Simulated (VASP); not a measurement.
Runs of VASP 6.6.1 on SnTe. The structure is that of space group I4/mmm (No. 139), or close to it. The cells are those of the table. 

| cell | gap on the mesh (eV) | pressure (GPa) |
| --- | --- | --- |
| a = 4.466, b = 4.466, c = 4.598 Å, angles 59.0, 59.0, 62.0°, 2 atoms | (c) | (b) |
| a = 4.499, b = 4.499, c = 4.598 Å, angles 59.3, 59.3, 61.5°, 2 atoms | 0.05 | 0.2 |
| a = 4.432, b = 4.432, c = 4.531 Å, angles 59.3, 59.3, 61.5°, 2 atoms | 0.19 | 2.3 |
| a = 4.466, b = 4.466, c = 4.330 Å, angles 61.0, 61.0, 58.0°, 2 atoms | 0.10 | 4.1 |
| a = 4.398, b = 4.398, c = 4.464 Å, angles 59.5, 59.5, 61.0°, 2 atoms | 0.23 | 3.7 |
| a = 4.531, b = 4.531, c = 4.598 Å, angles 59.5, 59.5, 61.0°, 2 atoms | 0.05 | -0.4 |
| a = 4.464, b = 4.464, c = 4.531 Å, angles 59.5, 59.5, 61.0°, 2 atoms | 0.09 | (a) |

Alike in all rows: task single point; level PBE; potentials or basis VASP PAW PBE potentials, release 64 (Sn_d, Te); no spin polarisation; k mesh 10 × 10 × 10; cutoff (eV) 520; smearing gaussian 0.03 eV.

Problem. Fill in the values left out.

Solution. (a) 1.4; (b) 1.1; (c) 0.17.

Caveats: spin-orbit coupling is left out, which moves the levels of the heavy elements.

A k mesh can miss the band edges, and the runs leave out spin-orbit coupling on Sn, Te.
